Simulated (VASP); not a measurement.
Input of a VASP 6.6.1 run:

File INCAR:

```
PREC = Accurate ; ENCUT = 600
EDIFF = 1E-7 ; ISMEAR = -1
SIGMA = 0.05 ; LREAL = F
LASPH = T ; NELM = 150
ALGO = Normal ; ISIF = 3
LWAVE = F ; LCHARG = F
LMAXMIX = 4 ; LDAU = T
LDAUTYPE = 2 ; LDAUL = 2 -1
LDAUU = 3 0 ; LDAUJ = 0 0
LDAUPRINT = 1 ; GGA = PE
IBRION = 2 ; NSW = 60
EDIFFG = -0.01
```

File KPOINTS:

```
Automatic mesh
0
Gamma
  10 10 10
```

POSCAR

```
TiO2
1.0
   -1.8921000000      1.8921000000      4.7573000000
    1.8921000000     -1.8921000000      4.7573000000
    1.8921000000      1.8921000000     -4.7573000000
Ti O
2 4
Direct
    0.7500000000      0.2500000000      0.5000000000
    0.0000000000      0.0000000000      0.0000000000
    0.7919000000      0.7919000000      0.0000000000
    0.5419000000      0.0419000000      0.5000000000
    0.9581000000      0.4581000000      0.5000000000
    0.2081000000      0.2081000000      0.0000000000
```

Potentials or basis: VASP PAW PBE potentials, release 64 (Ti_sv, O).

The run is started by

```bash
$ cat potpaw_PBE.64/Ti_sv/POTCAR potpaw_PBE.64/O/POTCAR > POTCAR
$ mpirun -np 1 vasp_std > vasp.out
```

What does it give for the band gap on the k mesh?

2.43 eV (least direct gap 2.75 eV).

What does it give for the space group after relaxing (to 0.1 Å)?

I4_1/amd (No. 141).

Estimate the relaxed volume.

11.98 Å³/atom.

Stress tensor (GPa, compression positive):
```
-0.13  0.00  0.00
 0.00 -0.13  0.00
 0.00  0.00 -0.04
```

A k mesh can miss the band edges. PBE usually gives volumes a little too large and moduli too small.
